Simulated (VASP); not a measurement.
# Ni (Fm-3m) in VASP: notebook

The runs below take Ni through single point, with PBEsol.

Everything below comes from runs of VASP 6.6.1. Logs are shortened: lines on timing, memory, paths and dates and some standing lists are left out, and cuts for length are marked.

## Step 1: The cell of the first run

It takes space group Fm-3m (No. 225, cubic). The conventional cell has a = 3.463 Å, b = 3.463 Å, c = 3.463 Å, α = 90.00°, β = 90.00°, γ = 90.00°. Ni (site symmetry m-3m) has 12 Ni at 2.45 Å within 3.2 Å.

## Step 2: Single point, PBEsol, collinear spin, ferromagnetic start

File INCAR:

```
PREC = Accurate
ENCUT = 520
EDIFF = 1E-6
ISMEAR = 0
SIGMA = 0.05
LREAL = False
LASPH = True
NELM = 150
ALGO = Normal
ISIF = 2
LWAVE = False
LCHARG = False
ISPIN = 2
MAGMOM = 0.74
LORBIT = 11
LMAXMIX = 4
GGA = PS
NBANDS = 15
```

File KPOINTS:

```
Automatic mesh
0
Gamma
  20 20 20
```

File POSCAR:

```
Ni
1.0
    0.0000000000      1.7315663749      1.7315663749
    1.7315663749      0.0000000000      1.7315663749
    1.7315663749      1.7315663749      0.0000000000
Ni
1
Direct
    0.0000000000      0.0000000000      0.0000000000
```

Potentials or basis: VASP PAW PBE potentials, release 64 (Ni).

On the command line:

```sh
cat potpaw_PBE.64/Ni/POTCAR > POTCAR
mpirun -np 1 vasp_std > vasp.out
```

OUTCAR:

```text
PREC = Accurate
   ENCUT = 520
   EDIFF = 1E-6
   ISMEAR = 0
   LREAL = False
   LASPH = True
   NELM = 150
   ISIF = 2
   ISPIN = 2
   LORBIT = 11
   GGA = PS

 ion  position               nearest neighbor table
   1  0.000  0.000  0.000-

  LATTYP: Found a face centered cubic cell.
 ALAT       =     3.4631327498

  Lattice vectors:

 A1 = (   0.0000000000,   1.7315663749,   1.7315663749)
 A2 = (   1.7315663749,   0.0000000000,   1.7315663749)
 A3 = (   1.7315663749,   1.7315663749,   0.0000000000)

Analysis of symmetry for initial positions (statically):
=====================================================================
 Subroutine PRICEL returns:
 Original cell was already a primitive cell.

 Routine SETGRP: Setting up the symmetry group for a
 face centered cubic supercell.

 Subroutine GETGRP returns: Found 48 space group operations
 (whereof 48 operations were pure point group operations)
 out of a pool of 48 trial point group operations.

The static configuration has the point symmetry O_h .

Analysis of symmetry for dynamics (positions and initial velocities):
=====================================================================
 Subroutine PRICEL returns:
 Original cell was already a primitive cell.

 Routine SETGRP: Setting up the symmetry group for a
 face centered cubic supercell.

 Subroutine GETGRP returns: Found 48 space group operations
 (whereof 48 operations were pure point group operations)
 out of a pool of 48 trial point group operations.

The dynamic configuration has the point symmetry O_h .

Analysis of structural, dynamic, and magnetic symmetry:
=====================================================================
 Subroutine PRICEL returns:
 Original cell was already a primitive cell.

 Routine SETGRP: Setting up the symmetry group for a
 face centered cubic supercell.

 Subroutine GETGRP returns: Found 48 space group operations
 (whereof 48 operations were pure point group operations)
 out of a pool of 48 trial point group operations.

The overall configuration has the point symmetry O_h .

 Subroutine INISYM returns: Found 48 space group operations
 (whereof 48 operations are pure point group operations),
 and found     1 'primitive' translations

----------------------------------------------------------------------------------------

                                     Primitive cell

  volume of cell :      10.3836

  direct lattice vectors                    reciprocal lattice vectors
[... 125 lines left out ...]
 number of electron       9.9999994 magnetization       0.6224235

 Free energy of the ion-electron system (eV)
  ---------------------------------------------------
  ext. energy  EPLUGINS =         0.00000000
  ---------------------------------------------------
  free energy    TOTEN  =        -6.13675660 eV

  energy without entropy =       -6.13464777  energy(sigma->0) =       -6.13570218

 E-fermi :   9.8696     XC(G=0): -13.7149

 val. band max:        9.8684728531   @ k =   0.3500   0.2500   0.0500
 cond. band min:       9.8719760549   @ k =  -0.2500   0.1000   0.0000
 fundamental gap:      0.0035032018
 Fermi energy:         9.8695762300

 spin component 1

 k-point     1 :       0.0000    0.0000    0.0000
  band No.  band energies     occupation
      1       0.4734      1.00000
      2       7.3125      1.00000
      3       7.3125      1.00000
      4       7.3125      1.00000
      5       8.5642      1.00000
      6       8.5642      1.00000
      7      33.9570      0.00000
      8      38.1635      0.00000
      9      38.1635      0.00000
     10      38.1635      0.00000
     11      41.2429      0.00000
     12      41.2429      0.00000
     13      41.2429      0.00000
     14      44.1561      0.00000
[... 403 lines left out ...]
      4       7.5504      1.00000
      5       8.9308      1.00000
      6       9.2994      1.00000
      7      19.3526      0.00000
      8      32.0265      0.00000
      9      34.5305      0.00000
     10      36.5955      0.00000
     11      38.4895      0.00000
     12      40.3894      0.00000
     13      44.8401      0.00000
     14      51.6893      0.00000
     15      53.0565      0.00000

 [... further k-points ...]

 spin component 2

 k-point     1 :       0.0000    0.0000    0.0000
  band No.  band energies     occupation
      1       0.4637      1.00000
      2       8.0329      1.00000
      3       8.0329      1.00000
      4       8.0329      1.00000
      5       9.1718      1.00000
      6       9.1718      1.00000
      7      33.8486      0.00000
      8      38.1610      0.00000
      9      38.1610      0.00000
     10      38.1610      0.00000
     11      41.3664      0.00000
     12      41.3664      0.00000
     13      41.3664      0.00000
     14      44.0685      0.00000
[... 403 lines left out ...]
      4       8.0817      1.00000
      5       9.6497      1.00000
      6       9.9868      0.00046
      7      19.6114      0.00000
      8      32.0156      0.00000
      9      34.5627      0.00000
     10      36.7063      0.00000
     11      38.5517      0.00000
     12      40.4380      0.00000
     13      44.9319      0.00000
     14      51.7807      0.00000
     15      53.4493      0.00000

 [... further k-points ...]

------------------------ aborting loop because EDIFF is reached ----------------------------------------

  FORCE on cell =-STRESS in cart. coord.  units (eV):
  Direction    XX          YY          ZZ          XY          YZ          ZX
  --------------------------------------------------------------------------------------
  -------------------------------------------------------------------------------------
  Total       -0.0114179     -0.0114179     -0.0114179      0.0000000      0.0000000     -0.0000000
  in kB       -1.7617722     -1.7617722     -1.7617722      0.0000000      0.0000000     -0.0000000
  external PRESSURE =      -1.7617722 kB  Pullay stress =       0.0000000 kB

 VOLUME and BASIS-vectors are now :
 -----------------------------------------------------------------------------
  energy-cutoff  :      520.00
  volume of cell :       10.38
      direct lattice vectors                 reciprocal lattice vectors
     0.000000000  1.731566375  1.731566375    -0.288755896  0.288755896  0.288755896
     1.731566375  0.000000000  1.731566375     0.288755896 -0.288755896  0.288755896
     1.731566375  1.731566375  0.000000000     0.288755896  0.288755896 -0.288755896

 POSITION                                       TOTAL-FORCE (eV/Angst)
 -----------------------------------------------------------------------------------
      0.00000      0.00000      0.00000         0.000000      0.000000      0.000000
 -----------------------------------------------------------------------------------
    total drift:                                0.000000     -0.000000      0.000000

  FREE ENERGIE OF THE ION-ELECTRON SYSTEM (eV)
  ---------------------------------------------------
  free  energy   TOTEN  =        -6.1367565955 eV

  energy  without entropy=       -6.1346477716  energy(sigma->0) =       -6.13570218

 total charge

# of ion       s       p       d       tot
------------------------------------------
    1        0.521   0.546   8.333   9.401

 magnetization (x)

# of ion       s       p       d       tot
------------------------------------------
    1       -0.006  -0.024   0.659   0.628
```

OSZICAR:

```text
N       E                     dE             d eps       ncg     rms          rms(c)
DAV:   1     0.326483690775E+02    0.32648E+02   -0.42151E+03 16421   0.861E+02
DAV:   2    -0.588227097495E+01   -0.38531E+02   -0.35786E+02 17131   0.164E+02
DAV:   3    -0.734339222251E+01   -0.14611E+01   -0.14462E+01 19021   0.313E+01
DAV:   4    -0.735170508372E+01   -0.83129E-02   -0.83115E-02 18695   0.226E+00
DAV:   5    -0.735179178767E+01   -0.86704E-04   -0.86702E-04 19528   0.208E-01    0.110E+01
DAV:   6    -0.647897801705E+01    0.87281E+00   -0.14833E+01 22298   0.428E+01    0.571E+00
DAV:   7    -0.615767318779E+01    0.32130E+00   -0.23419E+00 20034   0.153E+01    0.202E+00
DAV:   8    -0.614004362369E+01    0.17630E-01   -0.27562E-02 20005   0.113E+00    0.949E-01
DAV:   9    -0.613731645950E+01    0.27272E-02   -0.18516E-03 25628   0.250E-01    0.279E-01
DAV:  10    -0.613681263631E+01    0.50382E-03   -0.31772E-04 25992   0.901E-02    0.709E-02
DAV:  11    -0.613675451080E+01    0.58126E-04   -0.75613E-05 23738   0.643E-02    0.296E-02
DAV:  12    -0.613675637822E+01   -0.18674E-05   -0.29978E-06 15603   0.118E-02    0.868E-03
DAV:  13    -0.613675659552E+01   -0.21730E-06   -0.55117E-07 12843   0.777E-03
   1 F= -.61367566E+01 E0= -.61357022E+01  d E =-.210882E-02  mag=     0.6227
```

It took 62 s on 1 thread of Intel Xeon Platinum 8259CL at 2.50GHz (Skylake/Cascade Lake), shared host; peak memory 0.17 GiB.

Results:

```yaml
Free_energy: -6.1368 eV
Pressure: -0.2 GPa
Net_moment: 0.62 μB per cell
Site_moments: Ni +0.63 μB
Valence_electrons_inside_the_program's_atomic_spheres: Ni 9.40
```

Caveat: the PAW data sets were made with another functional, which shifts forces and pressure a little.

(Continued in part 2 of 2.)
